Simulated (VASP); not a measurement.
# Li2Pt (P6/mmm) in VASP: a series of runs

Runs on Li2Pt. Level: LDA. Tasks: electric field gradients.

Program: VASP 6.6.1. These are calculated values, not measurements. Logs are shortened: lines on timing, memory, paths and dates and some standing lists are left out, and cuts for length are marked.

## 1. The cell of the first run

The structure is hexagonal, space group P6/mmm (No. 191). The conventional cell has a = 4.186 Å, b = 4.186 Å, c = 2.714 Å, α = 90.00°, β = 90.00°, γ = 120.00°. Li (site symmetry -6m2) has 5 Li at 2.42 to 2.71 Å and 6 Pt at 2.77 Å within 3.2 Å. Pt (site symmetry 6/mmm) has 2 Pt at 2.71 Å and 12 Li at 2.77 Å within 3.6 Å.

## 2. Electric field gradients, LDA (zz strain of +2 %)

The input, INCAR:

```
  ALGO = Normal
  EDIFF = 1E-8
  ENCUT = 520
  GGA = CA
  ISIF = 2
  ISMEAR = -1
  LASPH = T
  LCHARG = F
  LEFG = T
  LREAL = F
  LWAVE = F
  NBANDS = 15
  NELM = 60
  PREC = Accurate
  SIGMA = 0.03
```

The input, KPOINTS:

```
k-points
0
Gamma
  9 9 12
```

The input, POSCAR:

```
Li2Pt
1.0
    4.1859989866      0.0000000000      0.0000000000
   -2.0929994933      3.6251814627      0.0000000000
    0.0000000000      0.0000000000      2.7142200000
Li Pt
2 1
Direct
    0.3333333333      0.6666666667      0.5000000000
    0.6666666667      0.3333333333      0.5000000000
    0.0000000000      0.0000000000      0.0000000000
```

Potentials or basis: VASP PAW LDA potentials, release 64 (Li_sv, Pt).

Command:

```console
> cat potpaw_LDA.64/Li_sv/POTCAR potpaw_LDA.64/Pt/POTCAR > POTCAR
> mpirun -np 1 vasp_std > vasp.out
```

OUTCAR:

```text
EDIFF = 1E-8
   ENCUT = 520
   GGA = CA
   ISIF = 2
   ISMEAR = -1
   LASPH = T
   LREAL = F
   NELM = 60
   PREC = Accurate

 ion  position               nearest neighbor table
   1  0.333  0.667  0.500-   2 2.42   2 2.42   2 2.42   3 2.77   3 2.77   3 2.77   3 2.77   3 2.77
                             3 2.77
   2  0.667  0.333  0.500-   1 2.42   1 2.42   1 2.42   3 2.77   3 2.77   3 2.77   3 2.77   3 2.77
                             3 2.77
   3  0.000  0.000  0.000-   1 2.77   2 2.77   1 2.77   2 2.77   2 2.77   2 2.77   1 2.77   1 2.77
                             2 2.77   2 2.77   1 2.77   1 2.77

  LATTYP: Found a hexagonal cell.
 ALAT       =     4.1859989866
 C/A-ratio  =     0.6484043615

  Lattice vectors:

 A1 = (   4.1859989866,   0.0000000000,   0.0000000000)
 A2 = (  -2.0929994933,   3.6251814627,   0.0000000000)
 A3 = (   0.0000000000,   0.0000000000,   2.7142200000)

Analysis of symmetry for initial positions (statically):
=====================================================================
 Subroutine PRICEL returns:
 Original cell was already a primitive cell.

 Routine SETGRP: Setting up the symmetry group for a
 hexagonal supercell.

 Subroutine GETGRP returns: Found 24 space group operations
 (whereof 24 operations were pure point group operations)
 out of a pool of 24 trial point group operations.

The static configuration has the point symmetry D_6h.

Analysis of symmetry for dynamics (positions and initial velocities):
=====================================================================
 Subroutine PRICEL returns:
 Original cell was already a primitive cell.

 Routine SETGRP: Setting up the symmetry group for a
 hexagonal supercell.

 Subroutine GETGRP returns: Found 24 space group operations
 (whereof 24 operations were pure point group operations)
 out of a pool of 24 trial point group operations.

The dynamic configuration has the point symmetry D_6h.

 Subroutine INISYM returns: Found 24 space group operations
 (whereof 24 operations are pure point group operations),
 and found     1 'primitive' translations

----------------------------------------------------------------------------------------

                                     Primitive cell

  volume of cell :      41.1883

  direct lattice vectors                    reciprocal lattice vectors
     4.185998987  0.000000000  0.000000000     0.238891601  0.137924130  0.000000000
    -2.092999493  3.625181463  0.000000000     0.000000000  0.275848260  0.000000000
     0.000000000  0.000000000  2.714220000     0.000000000  0.000000000  0.368429973

  length of vectors
     4.185998987  4.185998987  2.714220000     0.275848260  0.275848260  0.368429973

  position of ions in fractional coordinates (direct lattice)
     0.333333333  0.666666667  0.500000000
     0.666666667  0.333333333  0.500000000
     0.000000000  0.000000000  0.000000000

  ion indices of the primitive-cell ions
   primitive index   ion index
                 1           1
                 2           2
                 3           3

----------------------------------------------------------------------------------------

 KPOINTS: k-points

Automatic generation of k-mesh.
 Grid dimensions read from file:
 generate k-points for:    9    9   12

 Generating k-lattice:

  Cartesian coordinates                     Fractional coordinates (reciprocal lattice)
     0.026543511  0.015324903  0.000000000     0.111111111 -0.000000000  0.000000000
     0.000000000  0.030649807  0.000000000     0.000000000  0.111111111  0.000000000
     0.000000000  0.000000000  0.030702498     0.000000000  0.000000000  0.083333333

  Length of vectors
     0.030649807  0.030649807  0.030702498
[... 41 lines left out ...]
   ions per type =               2   1
   NGX,Y,Z   is equivalent  to a cutoff of  12.71, 12.71, 12.25 a.u.
   NGXF,Y,Z  is equivalent  to a cutoff of  25.42, 25.42, 24.50 a.u.
 SYSTEM =  unknown system
   PREC   = accura    normal or accurate (medium, high low for compatibility)
   ISTART =      0    job   : 0-new  1-cont  2-samecut
   ICHARG =      2    charge: 1-file 2-atom 10-const
   ISPIN  =      1    spin polarized calculation?
   LNONCOLLINEAR =      F non collinear calculations
   LSORBIT =      F    spin-orbit coupling
   LASPH  =      T    aspherical Exc in radial PAW
   ENCUT  =  520.0 eV  38.22 Ry    6.18 a.u.   7.78  7.78  5.05*2*pi/ulx,y,z
   NELM   =     60;   NELMIN=  2; NELMDL= -5     # of ELM steps
   EDIFF  = 0.1E-07   stopping-criterion for ELM
   LREAL  =      F    real-space projection
   EDIFFG = 0.1E-06   stopping-criterion for IOM
   NSW    =      0    number of steps for IOM
   IBRION =     -1    ionic relax: 0-MD 1-quasi-New 2-CG
   NFREE  =      0    steps in history (QN), initial steepest desc. (CG)
   ISIF   =      2    stress and relaxation
   ISYM   =      2    0-nonsym 1-usesym 2-fastsym
   POTIM  = 0.5000    time-step for ionic-motion
   TEBEG  =    0.0;   TEEND  =   0.0 temperature during run
   PSTRESS=    0.0 pullay stress
   NELECT =      16.0000    total number of electrons
   NUPDOWN=      -1.0000    fix difference up-down
   EMIN   =  10.00;   EMAX   =-10.00  energy-range for DOS
   EFERMI =   0.00;   METHOD = LEGACY
   ISMEAR =    -1;   SIGMA  =   0.03  broadening in eV -4-tet -1-fermi 0-gaus
   EFERMI_NEDOS =   21; number of points for ismear=-14 and -15
   IALGO  =     38    algorithm
   IMIX   =      4    mixing-type and parameters
     AMIX     =   0.40;   BMIX     =  1.00
     AMIX_MAG =   1.60;   BMIX_MAG =  1.00
  volume/ion in A,a.u.               =      13.73        92.65
  Fermi-wavevector in a.u.,A,eV,Ry     =   1.194511  2.257299 19.413565  1.426857
  Thomas-Fermi vector in A             =   2.330499
   LORBIT       =      0    0 simple, 1 ext, 2 COOP (PROOUT), +10 PAW based schemes
   GGA     = CA    functional components
   LHFCALC =     F    Hartree Fock is set to
   AEXX    =    0.0000 exact exchange contribution
   IVDW    =     0    specifies the selected vdW correction
   LEPSILON=     F    determine dielectric tensor
   LRPA    =     F    only Hartree local field effects (RPA)
 non-spin polarized calculation
  energy-cutoff  :      520.00
  volume of cell :       41.19
 maximum number of plane-waves:      1138
 NGX is ok and might be reduce to    32
   NGX = 15   NGY = 15   NGZ = 11

 number of electron      16.0000000 magnetization

 Free energy of the ion-electron system (eV)
  ---------------------------------------------------
  ext. energy  EPLUGINS =         0.00000000
  ---------------------------------------------------
  free energy    TOTEN  =       -13.10802428 eV

  energy without entropy =      -13.10411471  energy(sigma->0) =      -13.10606950

 E-fermi :   4.8188     XC(G=0): -10.3660

 val. band max:        4.8186438312   @ k =   0.2222   0.2222   0.4167
 cond. band min:       4.8236491924   @ k =   0.3333   0.1111   0.4167
 fundamental gap:      0.0050053612
 Fermi energy:         4.8188370029

 k-point     1 :       0.0000    0.0000    0.0000
  band No.  band energies     occupation
      1     -39.8500      2.00000
      2     -39.7331      2.00000
      3      -1.5744      2.00000
      4       0.7036      2.00000
      5       1.7004      2.00000
      6       1.7004      2.00000
      7       4.1612      2.00000
      8       4.1612      2.00000
      9       8.8279      0.00000
     10       8.8279      0.00000
     11      11.2723      0.00000
     12      11.2723      0.00000
     13      13.9984      0.00000
     14      15.0051      0.00000
[... 401 lines left out ...]
      2     -39.7894      2.00000
      3      -0.5158      2.00000
      4       2.0209      2.00000
      5       2.0209      2.00000
      6       2.0973      2.00000
      7       3.4995      2.00000
      8       3.4995      2.00000
      9       4.9159      0.07568
     10       4.9159      0.07568
     11      13.2792      0.00000
     12      15.8652      0.00000
     13      15.8652      0.00000
     14      19.1248      0.00000
     15      19.1248      0.00000

 [... further k-points ...]
[... 5 lines left out ...]
  --------------------------------------------------------------------------------------
  -------------------------------------------------------------------------------------
  Total       -1.1847150     -1.1847150     -2.3691348      0.0000000      0.0000000      0.0000000
  in kB      -46.0840419    -46.0840419    -92.1565999      0.0000000      0.0000000      0.0000000
  external PRESSURE =     -61.4415612 kB  Pullay stress =       0.0000000 kB

 VOLUME and BASIS-vectors are now :
 -----------------------------------------------------------------------------
  energy-cutoff  :      520.00
  volume of cell :       41.19
      direct lattice vectors                 reciprocal lattice vectors
     4.185998987  0.000000000  0.000000000     0.238891601  0.137924130  0.000000000
    -2.092999493  3.625181463  0.000000000     0.000000000  0.275848260  0.000000000
     0.000000000  0.000000000  2.714220000     0.000000000  0.000000000  0.368429973

 POSITION                                       TOTAL-FORCE (eV/Angst)
 -----------------------------------------------------------------------------------
     -0.00000      2.41679      1.35711        -0.000000      0.000000      0.000000
      2.09300      1.20839      1.35711         0.000000     -0.000000     -0.000000
      0.00000      0.00000      0.00000         0.000000      0.000000      0.000000
 -----------------------------------------------------------------------------------
    total drift:                                0.000000     -0.000000     -0.000000

  FREE ENERGIE OF THE ION-ELECTRON SYSTEM (eV)
  ---------------------------------------------------
  free  energy   TOTEN  =       -13.1080242764 eV

  energy  without entropy=      -13.1041147141  energy(sigma->0) =      -13.10606950

 Electric field gradients (V/A^2)
---------------------------------------------------------------------
 ion       V_xx      V_yy      V_zz      V_xy      V_xz      V_yz
---------------------------------------------------------------------
   1      -0.066    -0.069     0.135    -0.002     0.000    -0.000
   2      -0.066    -0.069     0.135    -0.002     0.000    -0.000
   3     150.329   150.328  -300.657    -0.001     0.000    -0.000
---------------------------------------------------------------------

 Electric field gradients after diagonalization (V/A^2)
 (convention: |V_zz| > |V_xx| > |V_yy|)
----------------------------------------------------------------------
 ion       V_xx      V_yy      V_zz     asymmetry (V_yy - V_xx)/ V_zz
----------------------------------------------------------------------
   1      -0.070    -0.065     0.135       0.041
   2      -0.070    -0.065     0.135       0.041
   3     150.329   150.328  -300.657       0.000
----------------------------------------------------------------------

           NMR quadrupolar parameters

 Cq : quadrupolar parameter    Cq=e*Q*V_zz/h
 eta: asymmetry parameters     (V_yy - V_xx)/ V_zz
 Q  : nuclear electric quadrupole moment in mb (millibarn)
----------------------------------------------------------------------
 ion       Cq(MHz)       eta       Q (mb)
----------------------------------------------------------------------
   1       0.000       0.041       1.000
   2       0.000       0.041       1.000
   3      -0.727       0.000       1.000
----------------------------------------------------------------------
```

It took 22 s on 1 thread of Intel Xeon Platinum 8375C at 2.90GHz (Ice Lake), shared host; peak memory 0.17 GiB.

What came out:

```yaml
Free_energy: -13.1080 eV
Band_gap_on_the_k_mesh: zero (band 8 reaches 5.94 eV, above the bottom of band 9 at 4.10 eV)
```

Electric field gradients, principal values (V/Å²):
```
atom    least   middle  greatest (by size)
1 Li   -0.065   -0.070               0.135
2 Li   -0.065   -0.070               0.135
3 Pt  150.328  150.329            -300.657
```

Caveat: the cell differs from its parent crystal (zz strain of +2 %); the cutoff is under 1.25 times the usual one of these potentials, so pressure, stress and relaxed cells hold a basis-set (Pulay) error; without QUAD_EFG the Cq values of the log hold for a quadrupole moment of 1 mb, not for the nuclei; spin-orbit coupling is left out, which moves the levels of the heavy elements.

(Continued in part 2 of 2.)
